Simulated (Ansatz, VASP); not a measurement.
## ZnCu: VASP beside Ansatz

Contents of INCAR:

```
SYSTEM = ZnCu
PREC = Accurate
ENCUT = 520
EDIFF = 1E-6
ISMEAR = -1
SIGMA = 0.05
LREAL = .FALSE.
LASPH = .TRUE.
NELM = 80
ALGO = Normal
ISIF = 2
LWAVE = .FALSE.
LCHARG = .FALSE.
GGA = PE
NBANDS = 18
```

The input KPOINTS:

```
Automatic mesh
0
G
  11 11 7
  0 0 0
```

File POSCAR:

```
ZnCu
1.0
    1.4978938501     -2.1353276147      0.0000000000
    1.4978938501      2.1353276147      0.0000000000
    0.0000000000      0.0000000000      4.1681689581
Zn Cu
1 1
Direct
    0.5000000000      0.5000000000      0.5000000000
    0.0000000000      0.0000000000      0.0000000000
```

Contents of input.yaml:

```yaml
crystal:
  lattice:
    - [1.4978938501, -2.1353276147, 0.0]
    - [1.4978938501, 2.1353276147, 0.0]
    - [0.0, 0.0, 4.1681689581]
  atoms:
    - { symbol: Zn, position: [0.5, 0.5, 0.5] }
    - { symbol: Cu, position: [0.0, 0.0, 0.0] }
hamiltonian:
  xc: pbe
  pseudopotentials: { kind: paw }
kpoints:
  mp_grid: { grid: [11, 11, 7] }
scf:
  occupations: { method: fermi_dirac, width: 0.05 }
output:
  forces: true
  stress: true
  eigenvalues: true
  write_density: true
  write_potential: true
  elf: true
  volumetric_format: npy
```

Alike in both runs: task single point; functional PBE; k mesh 11 × 11 × 7; occupations fermi-dirac, width 0.05 eV; no spin polarisation.

|  | VASP | Ansatz |
| --- | --- | --- |
| version | VASP 6.6.1 | Ansatz 0.2.0 |
| potentials or method | VASP PAW PBE potentials, release 64 (Zn, Cu) | Ansatz PAW |
| plane-wave cutoff (eV) | 520 | 420 |
| valence electrons in the cell | 23 | 31 |

VASP gave:

| Item | Value |
| --- | --- |
| gap on the k mesh at the Fermi level (eV) | none |
| pressure (GPa) | -1.1 |
| traceless stress, the component that is largest in VASP (GPa) | 0.63 |

What did Ansatz give for the same quantities?

gap on the k mesh at the Fermi level (eV): none; pressure (GPa): -2.0; traceless stress, the component that is largest in VASP (GPa): 0.64.

A gap of «none» marks a metal or a gap that the smearing closes. The functional is the same, so the differences come from potentials, cutoffs and numerics. VASP's potentials hold 23 valence electrons a cell and Ansatz's 31, so a difference there can come from the potentials and not from the codes.
